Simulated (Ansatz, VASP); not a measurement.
# Na: VASP beside Ansatz

```xyz
2
Lattice="3.7670 0.0000 0.0000 -1.8835 3.2623 0.0000 0.0000 0.0000 6.1540" Properties=species:S:1:pos:R:3 pbc="T T T"
Na    0.2121    2.3870    1.2385
Na    1.8835    1.0874    4.6155
```

Alike in both runs: task single point; functional PBEsol; k mesh 12 × 12 × 8; occupations gaussian, width 0.15 eV; no spin polarisation.

```csv
,VASP,Ansatz
version,VASP 6.6.1,Ansatz 0.2.0
potentials or method,"VASP PAW PBE potentials, release 64 (Na_pv), cutoff 520 eV","scalar-relativistic, plane waves, PAW"
valence electrons in the cell,14,18
```

```tsv
	VASP	Ansatz	Ansatz less VASP
gap on the k mesh at the Fermi level (eV)	none	none	-
pressure (GPa)	-0.1	-0.1	-0.03
traceless stress, the component that is largest in VASP (GPa)	-0.21	-0.21	0.000
rms of the force components (eV/Å)	0.123	0.123	-0.0005
```

VASP's potentials were made for PBE, not for PBEsol. Atom by atom the forces differ by 0.001 eV/Å (rms over components). A gap of «none» marks a metal or a gap that the smearing closes. VASP's potentials hold 14 valence electrons a cell and Ansatz's 18, so a difference there can come from the potentials and not from the codes.
